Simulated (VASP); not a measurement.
## Al: single point with PBE

Crystal: Al.

```
Al
1.0
    -1.59600    1.59600    1.61751
     1.59600   -1.59600    1.61751
     3.19199    3.19199    0.00000
Al
2
Direct
  0.03908 0.96092 0.00000
  0.46092 0.53908 0.50000
```

This cell differs from its parent crystal: atoms displaced along a vibrational mode, the cell strained.

| Property | Result |
| --- | --- |
| Program | VASP 6.6.1 |
| Task | single point |
| Functional | PBE |
| Potentials or basis | VASP PAW PBE potentials, release 64 (Al) |
| Cutoff | 520 eV |
| k mesh | 20 × 20 × 12 |
| Occupations | gaussian, width 0.15 eV |
| Spin | no spin polarisation |
| Dipole correction | no |
| Further INCAR settings | ALGO = Fast; EDIFF = 1e-07; NBANDS = 10 |

The pressure is 1.9 GPa and the largest force is 0.120 eV/Å. The band gap on the k mesh is zero (bands 3 and 4 overlap by 9.11 eV).

Forces on the atoms (eV/Å):
```
Al  -0.085  0.085  0.000
Al   0.085 -0.085  0.000
```

Stress tensor (GPa, compression positive):
```
 2.09 -0.87  0.00
-0.87  2.09  0.00
 0.00  0.00  1.59
```

Levels at points of the mesh, in eV from the Fermi level:
| k point | band 1 | band 2 | band 3 | band 4 | band 5 | band 6 |
| --- | --- | --- | --- | --- | --- | --- |
| (0.00, 0.00, 0.00) | -11.13 | -4.28 | -3.76 | 8.02 | 8.10 | 9.69 |
| (0.50, 0.00, 0.00) | -6.01 | -5.74 | 0.41 | 1.00 | 1.31 | 1.46 |
| (0.50, 0.50, 0.00) | -4.27 | -3.81 | 1.65 | 2.07 | 2.20 | 2.91 |
| (0.00, 0.00, 0.50) | -9.32 | -9.32 | 4.44 | 4.44 | 9.34 | 9.34 |
| (0.50, 0.00, 0.50) | -4.37 | -4.37 | -3.86 | -3.86 | 8.36 | 8.36 |
| (0.50, 0.50, 0.50) | -2.71 | -2.71 | -1.88 | -1.88 | 3.24 | 3.24 |

Wall time 2.7 min on 1 thread of Intel(R) Xeon(R) Platinum 8488C (Sapphire Rapids), on a shared host, peak memory 0.31 GiB.

Caveat: the cell differs from its parent crystal (atoms displaced along a vibrational mode, the cell strained).
